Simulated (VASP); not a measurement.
# SiC (P6_3mc) in VASP: single point with LDA

Aim: the single point of SiC with LDA.

All numbers are computed with VASP 6.6.1; they aren't measurements. Logs are shortened: lines on timing, memory, paths and dates and some standing lists are left out, and cuts for length are marked.

### 1 The cell of the first run

It takes space group P6_3mc (No. 186, hexagonal). The conventional cell has a = 3.058 Å, b = 3.058 Å, c = 10.012 Å, α = 90.00°, β = 90.00°, γ = 120.00°. Si (site symmetry 3m) has 4 C at 1.87 to 1.88 Å within 2.5 Å. Within 2.5 Å of Si (site symmetry 3m) lie 4 C at 1.87 to 1.88 Å. Within 2.5 Å of C (site symmetry 3m) lie 4 Si at 1.87 to 1.88 Å. Within 2.5 Å of C (site symmetry 3m) lie 4 Si at 1.87 to 1.88 Å.

### 2 Single point, LDA

Input file INCAR:

```
PREC     = Accurate       # precision mode
ENCUT    = 520            # plane-wave cutoff, eV
EDIFF    = 1E-7           # SCF threshold, eV
ISMEAR   = 0              # smearing method
SIGMA    = 0.01           # smearing width, eV
LREAL    = Auto         
LASPH    = True           # aspherical terms in the spheres
NELM     = 80             # most SCF steps
ALGO     = Normal         # electronic algorithm
ISIF     = 2              # what is computed and relaxed
LWAVE    = False          # write WAVECAR
LCHARG   = False          # write CHGCAR
NBANDS   = 86             # bands
```

Input file KPOINTS:

```
Automatic mesh
0
Gamma
  2 2 2
```

Input file POSCAR:

```
SiC
1.0
    3.0584217918     -5.2973419458      0.0000000000
   -6.1168435935      0.0000000057      0.0000000000
    0.0000000000      0.0000000000    -10.0121483156
Si C
16 16
Direct
    0.3333333333      0.1666666667      0.0621585359
    0.8333333333      0.1666666667      0.0621585359
    0.3333333333      0.6666666667      0.0621585359
    0.8333333333      0.6666666667      0.0621585359
    0.1666666667      0.3333333333      0.5621585359
    0.6666666667      0.3333333333      0.5621585359
    0.1666666667      0.8333333333      0.5621585359
    0.6666666667      0.8333333333      0.5621585359
    0.5000000000      0.0000000000      0.3120994208
    1.0000000000      0.0000000000      0.3120994208
    0.5000000000      0.5000000000      0.3120994208
    1.0000000000      0.5000000000      0.3120994208
    0.0000000000      0.5000000000      0.8120994208
    0.5000000000      0.5000000000      0.8120994208
    0.0000000000      1.0000000000      0.8120994208
    0.5000000000      1.0000000000      0.8120994208
    0.3333333333      0.1666666667      0.2501922220
    0.8333333333      0.1666666667      0.2501922220
    0.3333333333      0.6666666667      0.2501922220
    0.8333333333      0.6666666667      0.2501922220
    0.1666666667      0.3333333333      0.7501922220
    0.6666666667      0.3333333333      0.7501922220
    0.1666666667      0.8333333333      0.7501922220
    0.6666666667      0.8333333333      0.7501922220
    0.0000000000      0.0000000000      0.4995508213
    0.5000000000      0.0000000000      0.4995508213
    0.0000000000      0.5000000000      0.4995508213
    0.5000000000      0.5000000000      0.4995508213
    0.5000000000      0.5000000000      0.9995508213
    1.0000000000      0.5000000000      0.9995508213
    0.5000000000      1.0000000000      0.9995508213
    1.0000000000      1.0000000000      0.9995508213
```

Potentials or basis: VASP PAW LDA potentials, release 64 (Si, C).

On the command line:

```
$ cat potpaw_LDA.64/Si/POTCAR potpaw_LDA.64/C/POTCAR > POTCAR
$ mpirun -np 1 vasp_std > vasp.out
```

OUTCAR:

```text
PREC = Accurate
   ENCUT = 520
   EDIFF = 1E-7
   ISMEAR = 0
   LREAL = Auto
   LASPH = True
   NELM = 80
   ISIF = 2

 ion  position               nearest neighbor table
   1  0.333  0.167  0.062-  32 1.87  29 1.87  31 1.87  17 1.88   2 3.06   2 3.06   3 3.06   3 3.06
                             4 3.06   4 3.06  10 3.06  11 3.06   9 3.06  15 3.06  14 3.06  16 3.06
   2  0.833  0.167  0.062-  31 1.87  30 1.87  32 1.87  18 1.88   1 3.06   1 3.06   4 3.06   4 3.06
                             3 3.06   3 3.06   9 3.06  12 3.06  10 3.06  16 3.06  13 3.06  15 3.06
   3  0.333  0.667  0.062-  30 1.87  31 1.87  29 1.87  19 1.88   4 3.06   4 3.06   1 3.06   1 3.06
                             2 3.06   2 3.06  12 3.06   9 3.06  11 3.06  13 3.06  16 3.06  14 3.06
   4  0.833  0.667  0.062-  29 1.87  32 1.87  30 1.87  20 1.88   3 3.06   3 3.06   2 3.06   2 3.06
                             1 3.06   1 3.06  11 3.06  10 3.06  12 3.06  14 3.06  15 3.06  13 3.06
   5  0.167  0.333  0.562-  28 1.87  25 1.87  27 1.87  21 1.88   6 3.06   6 3.06   7 3.06   7 3.06
                             8 3.06   8 3.06  14 3.06  15 3.06  13 3.06  11 3.06  10 3.06  12 3.06
   6  0.667  0.333  0.562-  27 1.87  26 1.87  28 1.87  22 1.88   5 3.06   5 3.06   8 3.06   8 3.06
                             7 3.06   7 3.06  13 3.06  16 3.06  14 3.06  12 3.06   9 3.06  11 3.06
   7  0.167  0.833  0.562-  26 1.87  27 1.87  25 1.87  23 1.88   8 3.06   8 3.06   5 3.06   5 3.06
                             6 3.06   6 3.06  16 3.06  13 3.06  15 3.06   9 3.06  12 3.06  10 3.06
   8  0.667  0.833  0.562-  25 1.87  28 1.87  26 1.87  24 1.88   7 3.06   7 3.06   6 3.06   6 3.06
                             5 3.06   5 3.06  15 3.06  14 3.06  16 3.06  10 3.06  11 3.06   9 3.06
   9  0.500  0.000  0.312-  18 1.87  19 1.87  17 1.87  26 1.88  10 3.06  10 3.06  11 3.06  11 3.06
                            12 3.06  12 3.06   2 3.06   3 3.06   1 3.06   7 3.06   6 3.06   8 3.06
  10  0.000  0.000  0.312-  17 1.87  20 1.87  18 1.87  25 1.88   9 3.06   9 3.06  12 3.06  12 3.06
                            11 3.06  11 3.06   1 3.06   4 3.06   2 3.06   8 3.06   5 3.06   7 3.06
  11  0.500  0.500  0.312-  20 1.87  17 1.87  19 1.87  28 1.88  12 3.06  12 3.06   9 3.06   9 3.06
                            10 3.06  10 3.06   4 3.06   1 3.06   3 3.06   5 3.06   8 3.06   6 3.06
[... 31 lines left out ...]
  Lattice vectors:

 A1 = (   3.0584217918,  -5.2973419458,   0.0000000000)
 A2 = (  -6.1168435935,   0.0000000057,   0.0000000000)
 A3 = (   0.0000000000,   0.0000000000, -10.0121483156)

Analysis of symmetry for initial positions (statically):
=====================================================================
 Subroutine PRICEL returns following result:

  LATTYP: Found a hexagonal cell.
 ALAT       =     3.0584217967
 C/A-ratio  =     3.2736322787

  Lattice vectors:

 A1 = (   1.5292108959,  -2.6486709729,   0.0000000000)
 A2 = (  -3.0584217967,   0.0000000028,   0.0000000000)
 A3 = (   0.0000000000,   0.0000000000, -10.0121483156)

   4 primitive cells build up your supercell.

 Routine SETGRP: Setting up the symmetry group for a
 hexagonal supercell.

 Subroutine GETGRP returns: Found 12 space group operations
 (whereof  6 operations were pure point group operations)
 out of a pool of 24 trial point group operations.

The static configuration has the point symmetry C_3v.
 The point group associated with its full space group is C_6v.

Analysis of symmetry for dynamics (positions and initial velocities):
=====================================================================
 Subroutine PRICEL returns following result:

  LATTYP: Found a hexagonal cell.
 ALAT       =     3.0584217967
 C/A-ratio  =     3.2736322787

  Lattice vectors:

 A1 = (   1.5292108959,  -2.6486709729,   0.0000000000)
 A2 = (  -3.0584217967,   0.0000000028,   0.0000000000)
 A3 = (   0.0000000000,   0.0000000000, -10.0121483156)

   4 primitive cells build up your supercell.

 Routine SETGRP: Setting up the symmetry group for a
 hexagonal supercell.

 Subroutine GETGRP returns: Found 12 space group operations
 (whereof  6 operations were pure point group operations)
 out of a pool of 24 trial point group operations.

The dynamic configuration has the point symmetry C_3v.
 The point group associated with its full space group is C_6v.

 Subroutine INISYM returns: Found 12 space group operations
 (whereof  6 operations are pure point group operations),
 and found     4 'primitive' translations

----------------------------------------------------------------------------------------

                                     Primitive cell

  volume of cell :      81.1059

  direct lattice vectors                    reciprocal lattice vectors
     1.529210896 -2.648670973  0.000000000    -0.000000000 -0.377547838  0.000000000
    -3.058421797  0.000000003  0.000000000    -0.326966019 -0.188773919  0.000000000
     0.000000000  0.000000000-10.012148316     0.000000000  0.000000000 -0.099878664

  length of vectors
     3.058421797  3.058421797 10.012148316     0.377547838  0.377547838  0.099878664

  position of ions in fractional coordinates (direct lattice)
     0.666666667  0.333333333  0.062158536
     0.333333333  0.666666667  0.562158536
     0.000000000  0.000000000  0.312099421
     0.000000000  0.000000000  0.812099421
     0.666666667  0.333333333  0.250192222
     0.333333333  0.666666667  0.750192222
     0.000000000  0.000000000  0.499550821
     0.000000000  0.000000000  0.999550821

  ion indices of the primitive-cell ions
   primitive index   ion index
                 1           1
                 2           5
                 3           9
                 4          16
                 5          17
                 6          21
                 7          26
                 8          31

----------------------------------------------------------------------------------------

 KPOINTS: Automatic mesh

Automatic generation of k-mesh.
 Grid dimensions read from file:
 generate k-points for:    2    2    2

 Generating k-lattice:

  Cartesian coordinates                     Fractional coordinates (reciprocal lattice)
    -0.000000000 -0.094386960  0.000000000     0.500000000  0.000000000  0.000000000
    -0.081741505 -0.047193480  0.000000000     0.000000000  0.500000000  0.000000000
     0.000000000  0.000000000 -0.049939332     0.000000000  0.000000000  0.500000000

  Length of vectors
     0.094386960  0.094386960  0.049939332

  Shift w.r.t. Gamma in fractional coordinates (k-lattice)
     0.000000000  0.000000000  0.000000000

 Subroutine IBZKPT returns following result:
 ===========================================

 Found      4 irreducible k-points:

 Following reciprocal coordinates:
            Coordinates               Weight
  0.000000  0.000000  0.000000      1.000000
  0.500000  0.000000  0.000000      3.000000
  0.000000  0.000000  0.500000      1.000000
  0.500000  0.000000  0.500000      3.000000
   k-points           NKPTS =      4   k-points in BZ     NKDIM =      4   number of bands    NBANDS=     86
   number of dos      NEDOS =    301   number of ions     NIONS =     32
   total plane-waves  NPLWV = 184320
   dimension x,y,z NGX =    48 NGY =   48 NGZ =   80
   dimension x,y,z NGXF=    96 NGYF=   96 NGZF=  160
   ions per type =              16  16
   NGX,Y,Z   is equivalent  to a cutoff of  13.05, 13.05, 13.28 a.u.
   NGXF,Y,Z  is equivalent  to a cutoff of  26.09, 26.09, 26.57 a.u.
 SYSTEM =  unknown system
   PREC   = accura    normal or accurate (medium, high low for compatibility)
   ISTART =      0    job   : 0-new  1-cont  2-samecut
   ICHARG =      2    charge: 1-file 2-atom 10-const
   ISPIN  =      1    spin polarized calculation?
   LNONCOLLINEAR =      F non collinear calculations
   LSORBIT =      F    spin-orbit coupling
   LASPH  =      T    aspherical Exc in radial PAW
   ENCUT  =  520.0 eV  38.22 Ry    6.18 a.u.  11.37 11.37 18.62*2*pi/ulx,y,z
   NELM   =     80;   NELMIN=  2; NELMDL= -5     # of ELM steps
   EDIFF  = 0.1E-06   stopping-criterion for ELM
   LREAL  =      T    real-space projection
   EDIFFG = 0.1E-05   stopping-criterion for IOM
   NSW    =      0    number of steps for IOM
   IBRION =     -1    ionic relax: 0-MD 1-quasi-New 2-CG
   NFREE  =      0    steps in history (QN), initial steepest desc. (CG)
   ISIF   =      2    stress and relaxation
   ISYM   =      2    0-nonsym 1-usesym 2-fastsym
   POTIM  = 0.5000    time-step for ionic-motion
   TEBEG  =    0.0;   TEEND  =   0.0 temperature during run
   PSTRESS=    0.0 pullay stress
   NELECT =     128.0000    total number of electrons
   NUPDOWN=      -1.0000    fix difference up-down
   EMIN   =  10.00;   EMAX   =-10.00  energy-range for DOS
   EFERMI =   0.00;   METHOD = LEGACY
   ISMEAR =     0;   SIGMA  =   0.01  broadening in eV -4-tet -1-fermi 0-gaus
   EFERMI_NEDOS =   21; number of points for ismear=-14 and -15
   IALGO  =     38    algorithm
   IMIX   =      4    mixing-type and parameters
     AMIX     =   0.40;   BMIX     =  1.00
     AMIX_MAG =   1.60;   BMIX_MAG =  1.00
  volume/ion in A,a.u.               =      10.14        68.42
  Fermi-wavevector in a.u.,A,eV,Ry     =   1.200717  2.269026 19.615804  1.441721
  Thomas-Fermi vector in A             =   2.336545
   LORBIT       =      0    0 simple, 1 ext, 2 COOP (PROOUT), +10 PAW based schemes
   GGA     = CA    functional components
   LHFCALC =     F    Hartree Fock is set to
   AEXX    =    0.0000 exact exchange contribution
   IVDW    =     0    specifies the selected vdW correction
   LEPSILON=     F    determine dielectric tensor
   LRPA    =     F    only Hartree local field effects (RPA)
 non-spin polarized calculation
 Gauss-broadening in eV      SIGMA  =   0.01
  energy-cutoff  :      520.00
  volume of cell :      324.42
 maximum number of plane-waves:      8750
 NGX is ok and might be reduce to    48
   NGX = 23   NGY = 23   NGZ = 37

 number of electron     127.9999996 magnetization

 Free energy of the ion-electron system (eV)
  ---------------------------------------------------
  ext. energy  EPLUGINS =         0.00000000
  ---------------------------------------------------
  free energy    TOTEN  =      -265.27927498 eV

  energy without entropy =     -265.27927498  energy(sigma->0) =     -265.27927498

 E-fermi :   8.5114     XC(G=0): -11.6349

 val. band max:        8.3935544569   @ k =   0.0000   0.0000   0.0000
 cond. band min:      10.5385604178   @ k =   0.0000   0.0000   0.0000
 fundamental gap:      2.1450059609
 Fermi energy:         8.5114359984

 k-point     1 :       0.0000    0.0000    0.0000
  band No.  band energies     occupation
      1      -7.1761      2.00000
      2      -5.9736      2.00000
      3      -5.9354      2.00000
      4      -3.6391      2.00000
      5      -3.6391      2.00000
      6      -3.6391      2.00000
[... 305 lines left out ...]
     75      13.9407      0.00000
     76      13.9407      0.00000
 [bands above 76 left out]

------------------------ aborting loop because EDIFF is reached ----------------------------------------

  FORCE on cell =-STRESS in cart. coord.  units (eV):
  Direction    XX          YY          ZZ          XY          YZ          ZX
  --------------------------------------------------------------------------------------
  -------------------------------------------------------------------------------------
  Total        2.1504555      2.1504555     -0.6467857      0.0000000      0.0000000      0.0000000
  in kB       10.6200945     10.6200945     -3.1941723      0.0000000      0.0000000      0.0000000
  external PRESSURE =       6.0153389 kB  Pullay stress =       0.0000000 kB

 VOLUME and BASIS-vectors are now :
 -----------------------------------------------------------------------------
  energy-cutoff  :      520.00
  volume of cell :      324.42
      direct lattice vectors                 reciprocal lattice vectors
     3.058421792 -5.297341946  0.000000000    -0.000000000 -0.188773919  0.000000000
    -6.116843593  0.000000006  0.000000000    -0.163483010 -0.094386959  0.000000000
     0.000000000  0.000000000-10.012148316     0.000000000  0.000000000 -0.099878664

 POSITION                                       TOTAL-FORCE (eV/Angst)
 -----------------------------------------------------------------------------------
     -0.00000     -1.76578     -0.62234         0.000000     -0.000000      0.042355
      1.52921     -4.41445     -0.62234         0.000000      0.000000      0.042355
     -3.05842     -1.76578     -0.62234         0.000000      0.000000      0.042355
     -1.52921     -4.41445     -0.62234         0.000000      0.000000      0.042355
     -1.52921     -0.88289     -5.62841        -0.000000     -0.000000      0.042355
     -0.00000     -3.53156     -5.62841        -0.000000      0.000000      0.042355
[... 24 lines left out ...]
      1.52921     -2.64867    -10.00765         0.000000     -0.000000     -0.046175
      0.00000      0.00000    -10.00765         0.000000     -0.000000     -0.046175
 -----------------------------------------------------------------------------------
    total drift:                               -0.000000     -0.000000     -0.054816

  FREE ENERGIE OF THE ION-ELECTRON SYSTEM (eV)
  ---------------------------------------------------
  free  energy   TOTEN  =      -265.2792749825 eV

  energy  without entropy=     -265.2792749825  energy(sigma->0) =     -265.27927498
```

Wall time 72 s (1 thread of Intel Xeon 6975P-C (Granite Rapids), shared host); peak memory 0.35 GiB.

What came out:

```
Free energy            : -265.2793 eV
Pressure               : 0.6 GPa
Largest force          : 0.046 eV/Å
Band gap on the k mesh : 2.15 eV
```

Forces in eV/Å, atoms in the order of the input:
```
Si   0.000  0.000  0.042
Si   0.000  0.000  0.042
Si   0.000  0.000  0.042
Si   0.000  0.000  0.042
Si   0.000  0.000  0.042
Si   0.000  0.000  0.042
Si   0.000  0.000  0.042
Si   0.000  0.000  0.042
Si   0.000  0.000  0.040
Si   0.000  0.000  0.040
Si   0.000  0.000  0.040
Si   0.000  0.000  0.040
Si   0.000  0.000  0.040
Si   0.000  0.000  0.040
Si   0.000  0.000  0.040
Si   0.000  0.000  0.040
C    0.000  0.000 -0.036
C    0.000  0.000 -0.036
C    0.000  0.000 -0.036
C    0.000  0.000 -0.036
C    0.000  0.000 -0.036
C    0.000  0.000 -0.036
C    0.000  0.000 -0.036
C    0.000  0.000 -0.036
C    0.000  0.000 -0.046
C    0.000  0.000 -0.046
C    0.000  0.000 -0.046
C    0.000  0.000 -0.046
C    0.000  0.000 -0.046
C    0.000  0.000 -0.046
C    0.000  0.000 -0.046
C    0.000  0.000 -0.046
```

Stress tensor (GPa, compression positive):
```
 1.06  0.00  0.00
 0.00  1.06  0.00
 0.00  0.00 -0.32
```

Caveat: the k points lie up to 0.59 Å⁻¹ apart.
